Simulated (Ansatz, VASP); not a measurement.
## Two plane-wave programs on Zn6O

```
CELL_PARAMETERS angstrom
2.63225 1.51973 4.18756
-2.63225 1.51973 4.18756
0.00000 -3.03947 4.18756
ATOMIC_POSITIONS crystal
Zn 0.84394 0.84394 0.84394
Zn 0.15606 0.15606 0.15606
Zn 0.50000 0.50000 0.00000
Zn 0.00000 0.50000 0.50000
Zn 0.50000 0.00000 0.50000
Zn 0.50000 0.50000 0.50000
O 0.00000 0.00000 0.00000
```

Alike in both runs: functional PBE; k mesh 4 × 4 × 4; occupations gaussian, width 0.2 eV; no spin polarisation.

Ansatz relaxed the structure, and its values are those at the end. VASP's run is a single point on that final structure, the one shown.

```csv
,VASP,Ansatz
version,VASP 6.6.1,Ansatz 0.2.0
potentials or method,"VASP PAW PBE potentials, release 64 (Zn, O), cutoff 520 eV","scalar-relativistic, plane waves, PAW"
valence electrons in the cell,78,78
```

Ansatz gave:

* gap on the k mesh at the Fermi level (eV): none
* pressure (GPa): 0.6
* rms of the force components (eV/Å): 0.018

Task: What did VASP give for the same quantities?

Result: gap on the k mesh at the Fermi level (eV): none; pressure (GPa): 1.1; rms of the force components (eV/Å): 0.002.

A gap of «none» marks a metal or a gap that the smearing closes.

The k mesh is coarse, so the values compare programs but aren't converged.
